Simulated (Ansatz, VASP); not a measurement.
Two plane-wave programs on Sn2HBr3

```
Sn H Br
1.0
     6.21885    0.00000   -0.34319
     0.00000    4.16816    0.00000
    -3.25083    0.00000    8.49098
Sn H Br
2 1 3
Direct
  0.50958 0.50000 0.54577
  0.95171 0.00000 0.87922
  0.80745 0.50000 0.72755
  0.03374 0.50000 0.11276
  0.47235 0.00000 0.79713
  0.72517 0.00000 0.43757
```

Change from the starting cell: species swapped into the Fe2AsS3 type (Pm, No. 6).

Alike in both runs: functional PBE; k mesh 6 × 8 × 4; occupations gaussian, width 0.02 eV; no spin polarisation.

Ansatz relaxed the structure, and its values are those at the end. VASP's run is a single point on that final structure, the one shown.

```csv
,VASP,Ansatz
version,VASP 6.6.1,Ansatz 0.2.0
potentials or method,"VASP PAW PBE potentials, release 64 (Sn_d, H, Br), cutoff 520 eV","scalar-relativistic, plane waves, PAW"
valence electrons in the cell,50,50
```

VASP gave:

* gap on the k mesh at the Fermi level (eV): 1.97
* least direct gap on the mesh (eV): 1.97
* pressure (GPa): 0.0
* rms of the force components (eV/Å): 0.005

Task: What did Ansatz give for the same quantities?

Result: gap on the k mesh at the Fermi level (eV): 1.98; least direct gap on the mesh (eV): 1.98; pressure (GPa): 0.0; rms of the force components (eV/Å): 0.002.

The functional is the same, so the differences come from potentials, cutoffs and numerics.
